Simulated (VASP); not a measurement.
Runs of VASP 6.6.1 on CrCuO2. The structure is that of space group R-3m (No. 166), or close to it. The cells are those of the table. 

```csv
cell,gap on the mesh (eV),pressure (GPa),largest force (eV/Å)
"a = 5.953 Å, angles 28.9°, 4 atoms",none,(b),0.26
"a = 5.286 Å, angles 28.9°, 4 atoms",none,123.2,2.32
"a = 5.831 Å, angles 28.9°, 4 atoms",none,0.6,0.52
"a = 5.705 Å, angles 28.9°, 4 atoms",none,(a),0.83
"a = 5.572 Å, angles 28.9°, 4 atoms",none,40.5,1.22
```

Alike in all rows: task single point; level PBEsol; potentials or basis VASP PAW PBE potentials, release 64 (Cr_pv, Cu, O); no spin polarisation; k mesh 11 × 11 × 11; cutoff (eV) 600; smearing fermi-dirac 0.08 eV.

Problem. Estimate the missing entries.

Solution. (a) 17.1; (b) -11.0.

Caveats: the PAW data sets were made with another functional, which shifts forces and pressure a little; an odd number of electrons without spin polarisation forces a metal; a magnetic or distorted state may lie lower; the run has no spin polarisation, though such a crystal can be magnetic; semilocal functionals often make such compounds metallic where correlation or magnetic order opens a gap, which also shifts bond lengths; an empty level that is flat over the whole mesh can mark a ghost state of the potentials, or a narrow d or f band (at least some runs); the stress differs along the axes, from -16 to -0 GPa (at least some runs).

A gap of «none» marks levels without a gap at the run's occupations.
